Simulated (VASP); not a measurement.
# TiAl3: single point with r2SCAN

Crystal: TiAl3.

```
Ti Al
1.0
    -1.91111    1.91111    4.28067
     1.91111   -1.91111    4.28067
     1.91111    1.91111   -4.28067
Ti Al
1 3
Direct
  0.00000 0.00000 0.00000
  0.25000 0.75000 0.50000
  0.75000 0.25000 0.50000
  0.50000 0.50000 0.00000
```

| Property | Result |
| --- | --- |
| Program | VASP 6.6.1 |
| Task | single point |
| Functional | r2SCAN |
| Potentials or basis | VASP PAW PBE potentials, release 64 (Ti_sv, Al) |
| Cutoff | 520 eV |
| k mesh | 10 × 10 × 10 |
| Occupations | fermi-dirac, width 0.05 eV |
| Spin | no spin polarisation |

```yaml
Pressure: 0.0 GPa
Band_gap_on_the_k_mesh: zero (an odd number of electrons rules out a gap without spin polarisation)
```

Stress tensor (GPa, compression positive):
```
 0.12  0.00  0.00
 0.00  0.12  0.00
 0.00  0.00 -0.17
```

Levels at points of the mesh, in eV from the Fermi level:
```csv
k point,band 9,band 10,band 11,band 12,band 13,band 14
"(0.00, 0.00, 0.00)",-1.31,-1.31,0.87,1.76,1.76,2.19
"(0.50, 0.00, 0.00)",-1.15,-0.26,0.57,2.07,2.16,2.92
"(0.50, 0.50, 0.00)",-3.02,-2.34,-1.05,1.96,2.25,2.78
"(0.50, 0.50, 0.50)",-1.05,-0.27,0.79,0.79,1.00,3.23
```

Wall time 9.8 min on 1 thread of Intel(R) Xeon(R) Platinum 8124M CPU @ 3.00GHz (Skylake/Cascade Lake), on a shared host, peak memory 0.32 GiB.

Caveat: the PAW data sets were made with another functional, which shifts forces and pressure a little.
